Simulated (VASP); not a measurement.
Crystal: CdS.

```
Cd S
1.0
     0.00000    2.75324    2.75324
     2.75324    0.00000    2.75324
     2.75324    2.75324    0.00000
Cd S
1 1
Direct
  0.00000 0.00000 0.00000
  0.50000 0.50000 0.50000
```

* Program: VASP 6.6.1
* Task: relaxation of cell and atoms
* Functional: revPBE
* Dispersion: D4
* Potentials or basis: VASP PAW PBE potentials, release 64 (Cd, S)
* Cutoff: 600 eV
* k mesh: 8 × 8 × 8
* Occupations: fermi-dirac, width 0.05 eV
* Spin: no spin polarisation

At the start: pressure -3.6 GPa; volume 20.87 Å³/atom.

Problem. How do energy, volume and symmetry change on relaxing?

Solution. Over 3 steps the energy falls by 11.7 meV/atom and the volume is 19.87 Å³/atom (-4.8 %); space group Fm-3m (No. 225, to 0.05 Å).

Step by step:
```
step  energy change (eV)  largest force (eV/Å)  pressure (GPa)  volume (Å³)
   1              0.0000                0.0000           -3.55        41.74
   2             -0.0199                0.0000            1.55        39.01
   3             -0.0233                0.0000           -0.04        39.73
```

Final structure:
```
Cd S
1.0
     0.00000    2.70831    2.70831
     2.70831    0.00000    2.70831
     2.70831    2.70831    0.00000
Cd S
1 1
Direct
  0.00000 0.00000 0.00000
  0.50000 0.50000 0.50000
```

Caveat: the PAW data sets were made with another functional, which shifts forces and pressure a little.
